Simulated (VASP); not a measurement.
Wanted: the native input for a VASP 6.6.1 run.

| Item | Value |
| --- | --- |
| Task | single point |
| Functional | PBE |
| Potentials or basis | VASP PAW PBE potentials, release 64 (Be, Se) |
| Cutoff | 520 eV |
| k mesh | 10 × 10 × 4 |
| Occupations | gaussian, width 0.1 eV |
| Spin | no spin polarisation |
| Dipole correction | no |
| Further INCAR settings | ALGO = Normal; EDIFF = 1e-06; NBANDS = 24 |

The structure of Be3Se4 lies in POSCAR:

```
Be3Se4
1.0
    3.5575807405      0.0000000000      0.0000000000
    0.0000000000      3.5575807405      0.0000000000
    0.0000000000      0.0000000000     11.0468601598
Be Se
3 4
Direct
    0.0000000000      0.0000000000      0.0000000000
    0.5000000000      0.5000000000      0.2417916004
    0.5000000000      0.5000000000      0.7582083996
    0.5000000000      0.0000000000      0.8818251799
    0.0000000000      0.5000000000      0.1181748201
    0.5000000000      0.0000000000      0.3569898693
    0.0000000000      0.5000000000      0.6430101307
```

The input as run:

INCAR

```
PREC = Accurate ; ENCUT = 520
EDIFF = 1E-6 ; ISMEAR = 0
SIGMA = 0.1 ; LREAL = F
LASPH = T ; NELM = 80
ALGO = Normal ; ISIF = 2
LWAVE = F ; LCHARG = F
GGA = PE ; NBANDS = 24
```

KPOINTS

```
regular mesh
0
Gamma
  10 10 4
```

Potentials or basis: VASP PAW PBE potentials, release 64 (Be, Se).

Command:

```bash
$ cat potpaw_PBE.64/Be/POTCAR potpaw_PBE.64/Se/POTCAR > POTCAR
$ mpirun -np 1 vasp_std > vasp.out
```

It gave:

```yaml
Pressure: 0.1 GPa
Largest_force: 0.015 eV/Å
Band_gap_on_the_k_mesh: zero (bands 15 and 16 overlap by 2.21 eV)
```

Caveat: this functional lacks dispersion, which binds the layers, so the pressure and a relaxed spacing across them are unreliable.

Wall time 3.2 min on 1 thread of Intel(R) Xeon(R) Platinum 8488C (Sapphire Rapids) (shared host), peak memory 0.34 GiB.
